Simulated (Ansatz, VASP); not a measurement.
**One calculation of B3As5, two programs**

```xyz
8
Lattice="5.0984 0.0000 0.0000 0.0000 5.0984 0.0000 0.0000 0.0000 5.0984" Properties=species:S:1:pos:R:3 pbc="T T T"
B     2.5492    0.0000    0.0000
B     0.0000    2.5492    0.0000
B     0.0000    0.0000    2.5492
As    3.6825    3.6825    3.6825
As    1.4159    1.4159    3.6825
As    1.4159    3.6825    1.4159
As    3.6825    1.4159    1.4159
As    0.0000    0.0000    0.0000
```

Alike in both runs: functional PBE; k mesh 3 × 3 × 3; occupations gaussian, width 0.2 eV; no spin polarisation.

Ansatz relaxed the structure, and its values are those at the end. VASP's run is a single point on that final structure, the one shown.

|  | VASP | Ansatz |
| --- | --- | --- |
| version | VASP 6.6.1 | Ansatz 0.2.0 |
| potentials or method | VASP PAW PBE potentials, release 64 (B, As), cutoff 500 eV | scalar-relativistic, plane waves, PAW |
| valence electrons in the cell | 34 | 84 |

```csv
,VASP,Ansatz,Ansatz less VASP
gap on the k mesh at the Fermi level (eV),0.54,0.55,+0.006
least direct gap on the mesh (eV),0.54,0.55,+0.006
pressure (GPa),0.9,0.5,-0.38
rms of the force components (eV/Å),0.086,0.055,-0.0314
```

VASP's potentials hold 34 valence electrons a cell and Ansatz's 84, so a difference there can come from the potentials and not from the codes.
